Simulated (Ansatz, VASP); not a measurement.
## Two plane-wave programs on SnO

The input INCAR:

```
SYSTEM = SnO
PREC = Accurate
ENCUT = 520
EDIFF = 1E-8
ISMEAR = -1
SIGMA = 0.05
LREAL = .FALSE.
LASPH = .TRUE.
NELM = 80
ALGO = Normal
ISIF = 2
LWAVE = .FALSE.
LCHARG = .FALSE.
GGA = CA
LEFG = .TRUE.
NBANDS = 28
```

Contents of KPOINTS:

```
regular mesh
0
G
  12 12 10
  0 0 0
```

File POSCAR:

```
SnO
1.0
    3.7986000000      0.0000000000      0.0000000000
    0.0000000000      3.7986000000      0.0000000000
    0.0000000000      0.0000000000      4.8408000000
Sn O
2 2
Direct
    0.5000000000      0.0000000000      0.2422836718
    0.0000000000      0.5000000000      0.7577163282
    0.0000000000      0.0000000000      0.0000000000
    0.5000000000      0.5000000000      0.0000000000
```

Input for Ansatz:

```yaml
crystal:
  lattice:
    - [3.7986, 0.0, 0.0]
    - [0.0, 3.7986, 0.0]
    - [0.0, 0.0, 4.8408]
  atoms:
    - { symbol: Sn, position: [0.5, 0.0, 0.2422836718] }
    - { symbol: Sn, position: [0.0, 0.5, 0.7577163282] }
    - { symbol: O, position: [0.0, 0.0, 0.0] }
    - { symbol: O, position: [0.5, 0.5, 0.0] }
kpoints:
  mp_grid: { grid: [12, 12, 10] }
scf:
  occupations: { method: fermi_dirac, width: 0.05 }
hamiltonian:
  xc: lda
  pseudopotentials: { kind: paw }
output:
  forces: true
  stress: true
  populations: true
  efg:
    quadrupole_moments_barn: { Sn: -0.132, O: -0.02558 }
    contact_densities: true
```

Alike in both runs: task electric field gradients; functional LDA; k mesh 12 × 12 × 10; occupations fermi-dirac, width 0.05 eV; no spin polarisation.

```csv
,VASP,Ansatz
version,VASP 6.6.1,Ansatz 0.2.0
potentials or method,"VASP PAW LDA potentials, release 64 (Sn_d, O)","plane-wave PAW, scalar-relativistic"
plane-wave cutoff (eV),520,420
valence electrons in the cell,40,40
```

```csv
,VASP,Ansatz,Ansatz less VASP
pressure (GPa),-3.6,-3.9,-0.30
"traceless stress, the component that is largest in VASP (GPa)",-0.45,-0.49,-0.037
rms of the force components (eV/Å),0.198,0.241,+0.0425
size of Vzz on the site where it differs most (V/Å²),166.6,172.0,+5.45
```

LDA's correlation is that of Perdew and Zunger in VASP and of Perdew and Wang (1992) in Ansatz. Atom by atom the forces differ by 0.043 eV/Å (rms over components).
